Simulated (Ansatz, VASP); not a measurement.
## Two plane-wave programs on WSe

```xyz
2
Lattice="0.0000 2.8322 2.8322 2.8322 0.0000 2.8322 2.8322 2.8322 0.0000" Properties=species:S:1:pos:R:3 pbc="T T T"
W     0.0000    0.0000    0.0000
Se    2.8322    2.8322    2.8322
```

Alike in both runs: task single point; functional PBE; k mesh 12 × 12 × 12; occupations gaussian, width 0.1 eV; collinear spin; Hubbard terms W d U = 6.2 eV.

|  | VASP | Ansatz |
| --- | --- | --- |
| version | VASP 6.6.1 | Ansatz 0.2.0 |
| potentials or method | VASP PAW PBE potentials, release 64 (W_sv, Se), cutoff 520 eV | scalar-relativistic, plane waves, PAW |
| valence electrons in the cell | 20 | 30 |

VASP gave:

| Property | Result |
| --- | --- |
| gap on the k mesh at the Fermi level (eV) | none |
| pressure (GPa) | -0.2 |
| net moment per atom (μB) | 1.93 |
| size of the moment on the site where the two differ most (μB) | 0.07 |

**Question.** Estimate Ansatz's values.

**Answer.** gap on the k mesh at the Fermi level (eV): none; pressure (GPa): 3.2; net moment per atom (μB): 2.00; size of the moment on the site where the two differ most (μB): 0.21.

Site moments also hang on the region over which each program counts them. The programs project onto different local orbitals, so the same U acts differently, and such runs can settle in different states. A gap of «none» marks a metal or a gap that the smearing closes. VASP's potentials hold 20 valence electrons a cell and Ansatz's 30, so a difference there can come from the potentials and not from the codes. Ansatz's warnings: filled band counts differ across k points.

Neither program's run includes spin-orbit coupling.
